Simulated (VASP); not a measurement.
# Be3Ag (P-6m2) in VASP: notebook

Be3Ag is run at these levels: PBEsol; tasks: single point.

Everything below comes from runs of VASP 6.6.1. Logs are shortened: lines on timing, memory, paths and dates and some standing lists are left out, and cuts for length are marked.

### Step 1. The cell of the first run

It takes space group P-6m2 (No. 187, hexagonal). The conventional cell has a = 2.616 Å, b = 2.616 Å, c = 7.469 Å, α = 90.00°, β = 90.00°, γ = 120.00°. Be (site symmetry -6m2) has 12 Be at 2.27 to 2.62 Å within 3.0 Å. Within 3.0 Å of Be (site symmetry 3m) lie 9 Be at 2.27 to 2.62 Å and 3 Ag at 2.54 Å. Ag (site symmetry -6m2) has 6 Be at 2.54 Å and 6 Ag at 2.62 Å within 3.3 Å.

### Step 2. Single point, PBEsol

Input file INCAR:

```
SYSTEM = Be3Ag
PREC = Accurate ; ENCUT = 630
EDIFF = 1E-6 ; ISMEAR = 0
SIGMA = 0.1 ; LREAL = .FALSE.
LASPH = .TRUE. ; NELM = 120
ALGO = Normal ; ISIF = 2
LWAVE = .FALSE. ; LCHARG = .TRUE.
GGA = PS ; LELF = .TRUE.
LVHAR = .TRUE. ; NBANDS = 20
GGA_COMPAT = .FALSE.
```

Input file KPOINTS:

```
Automatic mesh
0
G
  9 9 4
  0 0 0
```

Input file POSCAR:

```
Be3Ag
1.0
    2.6164358249      0.0000000000      0.0000000000
   -1.3082179125      2.2658998917      0.0000000000
    0.0000000000      0.0000000000      7.4688063984
Be Ag
3 1
Direct
    0.0000000000      0.0000000000      0.5000000000
    0.6666666667      0.3333333333      0.2728542680
    0.6666666667      0.3333333333      0.7271457320
    0.0000000000      0.0000000000      0.0000000000
```

Potentials or basis: VASP PAW PBE potentials, release 64 (Be, Ag_sv_GW).

On the command line:

```
cat potpaw_PBE.64/Be/POTCAR potpaw_PBE.64/Ag_sv_GW/POTCAR > POTCAR
mpirun -np 1 vasp_std > vasp.out
```

OUTCAR:

```text
SYSTEM = Be3Ag
   PREC = Accurate
   ENCUT = 630
   EDIFF = 1E-6
   ISMEAR = 0
   LREAL = .FALSE.
   LASPH = .TRUE.
   NELM = 120
   ISIF = 2
   GGA = PS

 ion  position               nearest neighbor table
   1  0.000  0.000  0.500-   2 2.27   3 2.27   2 2.27   3 2.27   2 2.27   3 2.27
   2  0.667  0.333  0.273-   1 2.27   1 2.27   1 2.27
   3  0.667  0.333  0.727-   1 2.27   1 2.27   1 2.27
   4  0.000  0.000  0.000-

  LATTYP: Found a hexagonal cell.
 ALAT       =     2.6164358249
 C/A-ratio  =     2.8545727464

  Lattice vectors:

 A1 = (   2.6164358249,   0.0000000000,   0.0000000000)
 A2 = (  -1.3082179125,   2.2658998917,   0.0000000000)
 A3 = (   0.0000000000,   0.0000000000,   7.4688063984)

Analysis of symmetry for initial positions (statically):
=====================================================================
 Subroutine PRICEL returns:
 Original cell was already a primitive cell.

 Routine SETGRP: Setting up the symmetry group for a
 hexagonal supercell.

 Subroutine GETGRP returns: Found 12 space group operations
 (whereof 12 operations were pure point group operations)
 out of a pool of 24 trial point group operations.

The static configuration has the point symmetry D_3h.

Analysis of symmetry for dynamics (positions and initial velocities):
=====================================================================
 Subroutine PRICEL returns:
 Original cell was already a primitive cell.

 Routine SETGRP: Setting up the symmetry group for a
 hexagonal supercell.

 Subroutine GETGRP returns: Found 12 space group operations
 (whereof 12 operations were pure point group operations)
 out of a pool of 24 trial point group operations.

The dynamic configuration has the point symmetry D_3h.

 Subroutine INISYM returns: Found 12 space group operations
 (whereof 12 operations are pure point group operations),
 and found     1 'primitive' translations

----------------------------------------------------------------------------------------

                                     Primitive cell

  volume of cell :      44.2794

  direct lattice vectors                    reciprocal lattice vectors
     2.616435825  0.000000000  0.000000000     0.382199323  0.220662882  0.000000000
    -1.308217912  2.265899892  0.000000000     0.000000000  0.441325764  0.000000000
     0.000000000  0.000000000  7.468806398     0.000000000  0.000000000  0.133890202

  length of vectors
     2.616435825  2.616435825  7.468806398     0.441325764  0.441325764  0.133890202

  position of ions in fractional coordinates (direct lattice)
     0.000000000  0.000000000  0.500000000
     0.666666667  0.333333333  0.272854268
     0.666666667  0.333333333  0.727145732
     0.000000000  0.000000000  0.000000000

  ion indices of the primitive-cell ions
   primitive index   ion index
                 1           1
                 2           2
                 3           3
                 4           4

----------------------------------------------------------------------------------------

 KPOINTS: Automatic mesh

Automatic generation of k-mesh.
 Grid dimensions read from file:
 generate k-points for:    9    9    4

 Generating k-lattice:

  Cartesian coordinates                     Fractional coordinates (reciprocal lattice)
     0.042466591  0.024518098  0.000000000     0.111111111 -0.000000000  0.000000000
     0.000000000  0.049036196  0.000000000     0.000000000  0.111111111  0.000000000
     0.000000000  0.000000000  0.033472551     0.000000000  0.000000000  0.250000000

  Length of vectors
     0.049036196  0.049036196  0.033472551

  Shift w.r.t. Gamma in fractional coordinates (k-lattice)
     0.000000000  0.000000000  0.000000000

 Subroutine IBZKPT returns following result:
 ===========================================

 Found     36 irreducible k-points:

 Following reciprocal coordinates:
            Coordinates               Weight
  0.000000  0.000000  0.000000      1.000000
  0.111111  0.000000  0.000000      6.000000
  0.222222  0.000000  0.000000      6.000000
  0.333333 -0.000000  0.000000      6.000000
  0.444444  0.000000  0.000000      6.000000
  0.111111  0.111111  0.000000      6.000000
[... 16 lines left out ...]
  0.333333  0.222222  0.250000     24.000000
  0.333333  0.333333  0.250000      4.000000
 [... further k-points ...]
   k-points           NKPTS =     36   k-points in BZ     NKDIM =     36   number of bands    NBANDS=     20
   number of dos      NEDOS =    301   number of ions     NIONS =      4
   total plane-waves  NPLWV =  36864
   dimension x,y,z NGX =    24 NGY =   24 NGZ =   64
   dimension x,y,z NGXF=    48 NGYF=   48 NGZF=  128
   ions per type =               3   1
   NGX,Y,Z   is equivalent  to a cutoff of  15.25, 15.25, 14.25 a.u.
   NGXF,Y,Z  is equivalent  to a cutoff of  30.50, 30.50, 28.49 a.u.
 SYSTEM =  Be3Ag
   PREC   = accura    normal or accurate (medium, high low for compatibility)
   ISTART =      0    job   : 0-new  1-cont  2-samecut
   ICHARG =      2    charge: 1-file 2-atom 10-const
   ISPIN  =      1    spin polarized calculation?
   LNONCOLLINEAR =      F non collinear calculations
   LSORBIT =      F    spin-orbit coupling
   LASPH  =      T    aspherical Exc in radial PAW
   ENCUT  =  630.0 eV  46.30 Ry    6.80 a.u.   5.35  5.35 15.29*2*pi/ulx,y,z
   NELM   =    120;   NELMIN=  2; NELMDL= -5     # of ELM steps
   EDIFF  = 0.1E-05   stopping-criterion for ELM
   LREAL  =      F    real-space projection
   EDIFFG = 0.1E-04   stopping-criterion for IOM
   NSW    =      0    number of steps for IOM
   IBRION =     -1    ionic relax: 0-MD 1-quasi-New 2-CG
   NFREE  =      0    steps in history (QN), initial steepest desc. (CG)
   ISIF   =      2    stress and relaxation
   ISYM   =      2    0-nonsym 1-usesym 2-fastsym
   POTIM  = 0.5000    time-step for ionic-motion
   TEBEG  =    0.0;   TEEND  =   0.0 temperature during run
   PSTRESS=    0.0 pullay stress
   NELECT =      25.0000    total number of electrons
   NUPDOWN=      -1.0000    fix difference up-down
   EMIN   =  10.00;   EMAX   =-10.00  energy-range for DOS
   EFERMI =   0.00;   METHOD = LEGACY
   ISMEAR =     0;   SIGMA  =   0.10  broadening in eV -4-tet -1-fermi 0-gaus
   EFERMI_NEDOS =   21; number of points for ismear=-14 and -15
   IALGO  =     38    algorithm
   IMIX   =      4    mixing-type and parameters
     AMIX     =   0.40;   BMIX     =  1.00
     AMIX_MAG =   1.60;   BMIX_MAG =  1.00
  volume/ion in A,a.u.               =      11.07        74.70
  Fermi-wavevector in a.u.,A,eV,Ry     =   1.353072  2.556935 24.909590  1.830803
  Thomas-Fermi vector in A             =   2.480358
   LORBIT       =      0    0 simple, 1 ext, 2 COOP (PROOUT), +10 PAW based schemes
   GGA     = PS    functional components
   LHFCALC =     F    Hartree Fock is set to
   AEXX    =    0.0000 exact exchange contribution
   IVDW    =     0    specifies the selected vdW correction
   LEPSILON=     F    determine dielectric tensor
   LRPA    =     F    only Hartree local field effects (RPA)
 non-spin polarized calculation
 Gauss-broadening in eV      SIGMA  =   0.10
  energy-cutoff  :      630.00
  volume of cell :       44.28
 maximum number of plane-waves:      1626
 NGX is ok and might be reduce to    24
   NGX = 11   NGY = 11   NGZ = 31

 number of electron      24.9999996 magnetization

 Free energy of the ion-electron system (eV)
  ---------------------------------------------------
  ext. energy  EPLUGINS =         0.00000000
  ---------------------------------------------------
  free energy    TOTEN  =       -12.11635675 eV

  energy without entropy =      -12.11344020  energy(sigma->0) =      -12.11489847

 E-fermi :   6.4990     XC(G=0): -11.1525

 val. band max:        6.4299469900   @ k =   0.1111   0.1111   0.0000
 cond. band min:       6.5999170276   @ k =   0.3333   0.1111   0.2500
 fundamental gap:      0.1699700375
 Fermi energy:         6.4989888867

 k-point     1 :       0.0000    0.0000    0.0000
  band No.  band energies     occupation
      1     -86.4093      2.00000
      2     -49.9090      2.00000
      3     -49.6835      2.00000
      4     -49.6835      2.00000
      5      -3.2015      2.00000
      6      -1.7109      2.00000
[... 12 lines left out ...]
     19      18.8927      0.00000
     20      19.1161      0.00000

 k-point     2 :       0.1111    0.0000    0.0000
  band No.  band energies     occupation
      1     -86.4038      2.00000
      2     -49.9031      2.00000
      3     -49.7287      2.00000
      4     -49.6945      2.00000
      5      -2.8690      2.00000
      6      -1.3526      2.00000
[... 12 lines left out ...]
     19      18.9201      0.00000
     20      19.5955      0.00000

 k-point     3 :       0.2222    0.0000    0.0000
  band No.  band energies     occupation
      1     -86.3898      2.00000
      2     -49.8882      2.00000
      3     -49.8423      2.00000
      4     -49.7224      2.00000
      5      -1.9692      2.00000
      6      -0.7260      2.00000
[... 12 lines left out ...]
     19      17.0817      0.00000
     20      19.6599      0.00000

 k-point     4 :       0.3333   -0.0000    0.0000
  band No.  band energies     occupation
      1     -86.3739      2.00000
      2     -49.9701      2.00000
      3     -49.8712      2.00000
      4     -49.7539      2.00000
      5      -1.1833      2.00000
      6      -0.5032      2.00000
[... 429 lines left out ...]
 k-point    23 :       0.3333    0.2222    0.2500
  band No.  band energies     occupation
      1     -86.3589      2.00000
      2     -50.0067      2.00000
      3     -49.8676      2.00000
      4     -49.8552      2.00000
      5      -0.3121      2.00000
      6      -0.2953      2.00000
[... 12 lines left out ...]
     19      13.6462      0.00000
     20      14.5863      0.00000

 k-point    24 :       0.3333    0.3333    0.2500
  band No.  band energies     occupation
      1     -86.3562      2.00000
      2     -49.9519      2.00000
      3     -49.9504      2.00000
      4     -49.8523      2.00000
      5       0.1617      2.00000
      6       0.2808      2.00000
[... 12 lines left out ...]
     19      13.1527      0.00000
     20      13.9129      0.00000

 [... further k-points ...]

------------------------ aborting loop because EDIFF is reached ----------------------------------------

  FORCE on cell =-STRESS in cart. coord.  units (eV):
  Direction    XX          YY          ZZ          XY          YZ          ZX
  --------------------------------------------------------------------------------------
  -------------------------------------------------------------------------------------
  Total       -0.0028396     -0.0028396      0.0153361      0.0000000      0.0000000      0.0000000
  in kB       -0.1027469     -0.1027469      0.5549094      0.0000000      0.0000000      0.0000000
  external PRESSURE =       0.1164719 kB  Pullay stress =       0.0000000 kB

 VOLUME and BASIS-vectors are now :
 -----------------------------------------------------------------------------
  energy-cutoff  :      630.00
  volume of cell :       44.28
      direct lattice vectors                 reciprocal lattice vectors
     2.616435825  0.000000000  0.000000000     0.382199323  0.220662882  0.000000000
    -1.308217912  2.265899892  0.000000000     0.000000000  0.441325764  0.000000000
     0.000000000  0.000000000  7.468806398     0.000000000  0.000000000  0.133890202

 POSITION                                       TOTAL-FORCE (eV/Angst)
 -----------------------------------------------------------------------------------
      0.00000      0.00000      3.73440         0.000000      0.000000      0.000000
      1.30822      0.75530      2.03790        -0.000000      0.000000     -0.010370
      1.30822      0.75530      5.43091        -0.000000      0.000000      0.010370
      0.00000      0.00000      0.00000         0.000000      0.000000      0.000000
 -----------------------------------------------------------------------------------
    total drift:                               -0.000000      0.000000     -0.000000

  FREE ENERGIE OF THE ION-ELECTRON SYSTEM (eV)
  ---------------------------------------------------
  free  energy   TOTEN  =       -12.1163567463 eV

  energy  without entropy=      -12.1134401974  energy(sigma->0) =      -12.11489847
```

Wall time 38 s (1 thread of AMD EPYC 9R45 (Zen 5), shared host); peak memory 0.19 GiB.

What came out:

| Property | Result |
| --- | --- |
| Free energy | -12.1164 eV |
| Pressure | 0.0 GPa |
| Largest force | 0.010 eV/Å |
| Band gap on the k mesh | zero (an odd number of electrons rules out a gap without spin polarisation) |

Forces on the atoms (eV/Å):
```
Be   0.000  0.000  0.000
Be   0.000  0.000 -0.010
Be   0.000  0.000  0.010
Ag   0.000  0.000  0.000
```

Levels at points of the mesh, in eV from the Fermi level:
| k point | band 10 | band 11 | band 12 | band 13 | band 14 | band 15 | band 16 | band 17 |
| --- | --- | --- | --- | --- | --- | --- | --- | --- |
| (0.00, 0.00, 0.00) | -5.75 | -4.11 | -4.11 | -1.82 | 3.78 | 10.99 | 10.99 | 12.39 |
| (0.00, 0.00, 0.50) | -4.28 | -4.11 | -4.11 | -3.85 | 6.96 | 7.07 | 11.01 | 11.01 |

Caveat: the PAW data sets were made with another functional, which shifts forces and pressure a little.

### Step 3. Single point, PBEsol

Input file INCAR:

```
SYSTEM = Be3Ag
  PREC = Accurate
  ENCUT = 630
  EDIFF = 1E-6
  ISMEAR = -1
  SIGMA = 0.15
  LREAL = .False.
  LASPH = .True.
  NELM = 120
  ALGO = Normal
  ISIF = 2
  LWAVE = .False.
  LCHARG = .False.
  GGA = PS
  NBANDS = 20
  GGA_COMPAT = .False.
```

Input file KPOINTS:

```
Automatic mesh
0
Gamma
  18 18 6
  0 0 0
```

Input file POSCAR:

```
Be3Ag
1.0
    2.6080267696      0.0000000000      0.0000000000
   -1.3040133848      2.2586174362      0.0000000000
    0.0000000000      0.0000000000      7.5169620648
Be Ag
3 1
Direct
    0.0000000000      0.0000000000      0.5000000000
    0.6666666667      0.3333333333      0.2739719862
    0.6666666667      0.3333333333      0.7260280138
    0.0000000000      0.0000000000      0.0000000000
```

Potentials or basis: VASP PAW PBE potentials, release 64 (Be, Ag_sv_GW).

On the command line:

```
cat potpaw_PBE.64/Be/POTCAR potpaw_PBE.64/Ag_sv_GW/POTCAR > POTCAR
mpirun -np 1 vasp_std > vasp.out
```

Wall time 1.8 min (1 thread of AMD EPYC 9R45 (Zen 5), shared host); peak memory 0.31 GiB.

Results (log left out):

| Property | Result |
| --- | --- |
| Free energy | -12.1354 eV |
| Pressure | 0.0 GPa |
| Largest force | 0.009 eV/Å |
| Band gap on the k mesh | zero (an odd number of electrons rules out a gap without spin polarisation) |

Forces in eV/Å, atoms in the order of the input:
```
Be   0.000  0.000  0.000
Be   0.000  0.000 -0.009
Be   0.000  0.000  0.009
Ag   0.000  0.000  0.000
```

Stress tensor (GPa, compression positive):
```
0.02 0.00 0.00
0.00 0.02 0.00
0.00 0.00 0.10
```

Levels at points of the mesh, in eV from the Fermi level:
```csv
k point,band 11,band 12,band 13,band 14,band 15,band 16
"(0.00, 0.00, 0.00)",-4.07,-4.07,-1.86,3.65,11.17,11.17
"(0.50, 0.00, 0.00)",-2.39,-2.22,-0.85,1.78,3.36,4.73
"(0.00, 0.00, 0.50)",-4.07,-4.07,-3.87,6.85,6.86,11.19
"(0.50, 0.00, 0.50)",-2.84,-2.12,-0.64,2.75,3.14,4.53
```

Caveat: the PAW data sets were made with another functional, which shifts forces and pressure a little.

The gap in the log of VASP goes by the Fermi energy; the results here count the filled bands.